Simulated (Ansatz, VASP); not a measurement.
One calculation of PbSe, two programs

Contents of INCAR:

```
ALGO = Normal
EDIFF = 1E-6
ENCUT = 500
GGA_COMPAT = F
ISIF = 2
ISMEAR = 0
LASPH = T
LCHARG = F
LREAL = F
LWAVE = F
NBANDS = 28
NELM = 120
PREC = Accurate
SIGMA = 0.01
```

The input KPOINTS:

```
k-points
0
Gamma
  6 6 6
```

The input POSCAR:

```
PbSe
1.0
    2.1548765900     -6.1339473500      0.0000000000
    2.1548765900      6.1339473500      0.0000000000
    0.0000000000      0.0000000000      4.4504935700
Pb Se
2 2
Direct
    0.6317607300      0.3682392700      0.7500000000
    0.3682392700      0.6317607300      0.2500000000
    0.8612899600      0.1387100400      0.7500000000
    0.1387100400      0.8612899600      0.2500000000
```

Input for Ansatz:

```yaml
crystal:
  lattice:
    a: 4.30975318
    b: 12.2678947
    c: 4.45049357
    alpha: 90.0
    beta: 90.0
    gamma: 90.0
  space_group: 63
  setting:
    hermann_mauguin: Cmcm
  atoms:
    - { symbol: Pb, position: [0.5, 0.86823927, 0.75] }
    - { symbol: Se, position: [0.5, 0.63871004, 0.75] }
  reduce_to_primitive: true
basis:
  ecutwfc: 550.0
kpoints:
  mp_grid:
    grid: [6, 6, 6]
    shift: [0.0, 0.0, 0.0]
hamiltonian:
  xc: lda
scf:
  occupations:
    method: fixed
output:
  eigenvalues: true
```

Alike in both runs: task single point; functional LDA; k mesh 6 × 6 × 6; no spin polarisation.

|  | VASP | Ansatz |
| --- | --- | --- |
| version | VASP 6.6.1 | Ansatz 0.2.0 |
| potentials or method | VASP PAW LDA potentials, release 64 (Pb_d, Se), cutoff 500 eV | plane waves, PAW |
| occupations | gaussian, width 0.01 eV | fixed |
| valence electrons in the cell | 40 | 60 |

VASP gave:

| Property | Result |
| --- | --- |
| gap on the k mesh at the Fermi level (eV) | 1.02 |

**Question.** Estimate Ansatz's values.

**Answer.** gap on the k mesh at the Fermi level (eV): 1.03.

LDA's correlation is that of Perdew and Zunger in VASP and of Perdew and Wang (1992) in Ansatz. VASP's potentials hold 40 valence electrons a cell and Ansatz's 60, so a difference there can come from the potentials and not from the codes.

Neither program's run includes spin-orbit coupling.
